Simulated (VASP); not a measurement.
Write the native input for VASP 6.6.1 that does the following.

```yaml
Task: single point
Functional: LDA
Potentials_or_basis: VASP PAW LDA potentials, release 64 (W_sv, S)
Cutoff: 520 eV
k_mesh: 9 × 9 × 9
Occupations: methfessel-paxton, width 0.02 eV
Spin: no spin polarisation
Hubbard_terms: W d U = 5.9 eV, J = 0.9 eV
Dipole_correction: no
LDAUTYPE: 1
Hund's_J: 0.9
Further_INCAR_settings: ALGO = Normal; EDIFF = 1e-06; NBANDS = 20
```

The structure of WS2 (Tungstenite) lies in POSCAR:

```
WS2
1.0
    1.5790000000      0.9116360800      6.1633333300
   -1.5790000000      0.9116360800      6.1633333300
    0.0000000000     -1.8232721500      6.1633333300
W S
1 2
Direct
    0.0000000000      0.0000000000      0.0000000000
    0.2496999997      0.2496999997      0.2497000010
    0.4189999995      0.4189999995      0.4190000018
```

These files were run (other wordings do the same):

INCAR

```
SYSTEM = WS2
PREC = Accurate
ENCUT = 520
EDIFF = 1E-6
ISMEAR = 1
SIGMA = 0.02
LREAL = .FALSE.
LASPH = .TRUE.
NELM = 150
ALGO = Normal
ISIF = 2
LWAVE = .FALSE.
LCHARG = .FALSE.
LMAXMIX = 4
LDAU = .TRUE.
LDAUTYPE = 1
LDAUL = 2 -1
LDAUU = 5.9 0
LDAUJ = 0.9 0
LDAUPRINT = 1
NBANDS = 20
```

KPOINTS

```
regular mesh
0
G
  9 9 9
  0 0 0
```

Potentials or basis: VASP PAW LDA potentials, release 64 (W_sv, S).

Command:

```bash
$ cat potpaw_LDA.64/W_sv/POTCAR potpaw_LDA.64/S/POTCAR > POTCAR
$ mpirun -np 1 vasp_std > vasp.out
```

Results of the run:

| Property | Result |
| --- | --- |
| Pressure | 1.0 GPa |
| Largest force | 0.616 eV/Å |
| Band gap on the k mesh | 1.09 eV, indirect (least direct gap 1.82 eV) |

Caveat: spin-orbit coupling is left out, which moves the levels of the heavy elements.

It took 3.4 min on 1 thread of Intel(R) Xeon(R) Platinum 8488C (Sapphire Rapids), on a shared host, peak memory 0.3 GiB.
